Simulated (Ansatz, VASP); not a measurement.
P: VASP beside Ansatz

```xyz
4
Lattice="1.6538 -5.4984 0.0000 1.6538 5.4984 0.0000 0.0000 0.0000 4.5469" Properties=species:S:1:pos:R:3 pbc="T T T"
P     1.6538    4.4481    4.1459
P     1.6538   -1.0503    2.6744
P     1.6538   -4.4481    0.4010
P     1.6538    1.0503    1.8725
```

Alike in both runs: task single point; functional r2SCAN; k mesh 6 × 6 × 4; occupations fermi-dirac, width 0.05 eV; no spin polarisation.

```csv
,VASP,Ansatz
version,VASP 6.6.1,Ansatz 0.2.0
potentials or method,"VASP PAW PBE potentials, release 64 (P), cutoff 520 eV","plane waves (500 eV) with PAW, scalar-relativistic"
valence electrons in the cell,20,20
```

```tsv
	VASP	Ansatz	Ansatz less VASP
pressure (GPa)	-0.6	0.0	+0.62
traceless stress, the component that is largest in VASP (GPa)	0.10	0.00	-0.102
```

VASP's potentials were made for PBE, not for r2SCAN.
